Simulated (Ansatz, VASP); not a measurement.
**BiAu in VASP and in Ansatz**

The input INCAR:

```
ALGO     = Normal         # electronic algorithm
EDIFF    = 1E-6           # SCF threshold, eV
ENCUT    = 520            # plane-wave cutoff, eV
GGA      = PE             # functional
ISIF     = 2              # what is computed and relaxed
ISMEAR   = 0              # smearing method
LASPH    = True           # aspherical terms in the spheres
LCHARG   = False          # write CHGCAR
LREAL    = False          # projectors in reciprocal space
LWAVE    = False          # write WAVECAR
NBANDS   = 20             # bands
NELM     = 60             # most SCF steps
PREC     = Accurate       # precision mode
SIGMA    = 0.05           # smearing width, eV
```

The input KPOINTS:

```
k-points
0
Gamma
  6 6 6
```

The input POSCAR:

```
BiAu
1.0
    0.0000000000      3.0683860134      3.0683860134
    3.0683860134      0.0000000000      3.0683860134
    3.0683860134      3.0683860134      0.0000000000
Au Bi
1 1
Direct
    0.0000000000      0.0000000000      0.0000000000
    0.2500000000      0.2500000000      0.2500000000
```

Input for Ansatz:

```yaml
crystal:
  lattice:
    - [0.0, 3.0683860134, 3.0683860134]
    - [3.0683860134, 0.0, 3.0683860134]
    - [3.0683860134, 3.0683860134, 0.0]
  atoms:
    - { symbol: Au, position: [0.0, 0.0, 0.0] }
    - { symbol: Bi, position: [0.25, 0.25, 0.25] }
basis:
  ecutwfc: 420
  ecutrho_ratio: 4
kpoints:
  mp_grid: { grid: [6, 6, 6] }
hamiltonian:
  xc: pbe
scf:
  occupations: { method: gaussian, width: 0.05 }
output:
  forces: true
  stress: true
  eigenvalues: true
```

Alike in both runs: task single point; functional PBE; k mesh 6 × 6 × 6; occupations gaussian, width 0.05 eV; no spin polarisation.

|  | VASP | Ansatz |
| --- | --- | --- |
| version | VASP 6.6.1 | Ansatz 0.2.0 |
| potentials or method | VASP PAW PBE potentials, release 64 (Au, Bi_d), cutoff 520 eV | scalar-relativistic, plane waves, PAW |
| valence electrons in the cell | 26 | 34 |

|  | VASP | Ansatz | Ansatz less VASP |
| --- | --- | --- | --- |
| gap on the k mesh at the Fermi level (eV) | none | none | - |
| pressure (GPa) | 10.8 | 10.9 | +0.09 |

A gap of «none» marks a metal or a gap that the smearing closes. With one functional, cell and mesh, what is left measures potentials, basis and numerics. VASP's potentials hold 26 valence electrons a cell and Ansatz's 34, so a difference there can come from the potentials and not from the codes.

Neither program's run includes spin-orbit coupling.
